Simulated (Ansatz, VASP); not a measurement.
Given: the input of a run of Ansatz 0.2.0 on Hf.

Contents of input.yaml:

```yaml
crystal:
  lattice:
    - [-0.043473, 2.207477, 2.213356]
    - [2.162762, -0.042675, 2.212558]
    - [2.172008, 2.215925, -0.051921]
  atoms:
    - { symbol: Hf, position: [0.001931, -0.011219, -0.003422] }
kpoints:
  mp_grid: { grid: [10, 10, 10] }
scf:
  occupations: { method: fermi_dirac, width: 0.05 }
hamiltonian:
  xc: pbe
  pseudopotentials: { kind: all_electron, lapw: { basis_error: 0.001 } }
output:
  forces: true
  stress: true
  eigenvalues: true
  populations: true
```

Potentials or basis: all-electron LAPW, scalar-relativistic.

Launch:

```bash
$ ansatz run input.yaml --threads 1 --pin off --max-ram 2560MiB --backend cpu --events-out ev --progress --plain --runs-dir out
```

Question: Translate it to VASP 6.6.1. Potentials there: VASP PAW PBE potentials, release 64 (Hf_pv).

Answer: As run (the cutoff follows the program's own potentials):

The input INCAR:

```
ALGO     = Fast           # electronic algorithm
EDIFF    = 1E-7           # SCF threshold, eV
ENCUT    = 520            # plane-wave cutoff, eV
GGA      = PE             # functional
ISIF     = 2              # what is computed and relaxed
ISMEAR   = -1             # smearing method
LASPH    = True           # aspherical terms in the spheres
LCHARG   = False          # write CHGCAR
LREAL    = False          # projectors in reciprocal space
LWAVE    = False          # write WAVECAR
NBANDS   = 11             # bands
NELM     = 100            # most SCF steps
PREC     = Accurate       # precision mode
SIGMA    = 0.05           # smearing width, eV
```

The input KPOINTS:

```
k-points
0
Gamma
  10 10 10
```

The input POSCAR:

```
Hf
1.0
   -0.0434730000      2.2074770000      2.2133560000
    2.1627620000     -0.0426750000      2.2125580000
    2.1720080000      2.2159250000     -0.0519210000
Hf
1
Direct
    0.0019310000     -0.0112190000     -0.0034220000
```

Potentials or basis: VASP PAW PBE potentials, release 64 (Hf_pv).

Run with:

```console
$ cat potpaw_PBE.64/Hf_pv/POTCAR > POTCAR
$ mpirun -np 1 vasp_std > vasp.out
```

Both were run:

|  | VASP | Ansatz | Ansatz less VASP |
| --- | --- | --- | --- |
| gap on the k mesh at the Fermi level (eV) | none | none | - |
| pressure (GPa) | 2.7 | 3.2 | +0.47 |
| traceless stress, the component that is largest in VASP (GPa) | 1.81 | 1.81 | -0.003 |

A gap of «none» marks a metal or a gap that the smearing closes. Ansatz ran all-electron here, and VASP with PAW potentials.

Neither program's run includes spin-orbit coupling.
